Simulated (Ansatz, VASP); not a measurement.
## Be: VASP beside Ansatz

```
CELL_PARAMETERS angstrom
2.22933 0.00000 0.00000
0.00000 2.22933 0.00000
0.00000 0.00000 2.22933
ATOMIC_POSITIONS crystal
Be 0.00000 0.00000 0.00000
```

Alike in both runs: task single point; functional PBE; k mesh 16 × 16 × 16; occupations fermi-dirac, width 0.1 eV; no spin polarisation.

```csv
,VASP,Ansatz
version,VASP 6.6.1,Ansatz 0.2.0
potentials or method,"VASP PAW PBE potentials, release 64 (Be), cutoff 520 eV","plane waves (420 eV) with PAW, scalar-relativistic"
valence electrons in the cell,2,2
```

VASP gave:

| Property | Result |
| --- | --- |
| pressure (GPa) | -4.9 |

Q: Estimate Ansatz's values.

A: Pressure (GPa): -5.0.

The functional is the same, so the differences come from potentials, cutoffs and numerics.
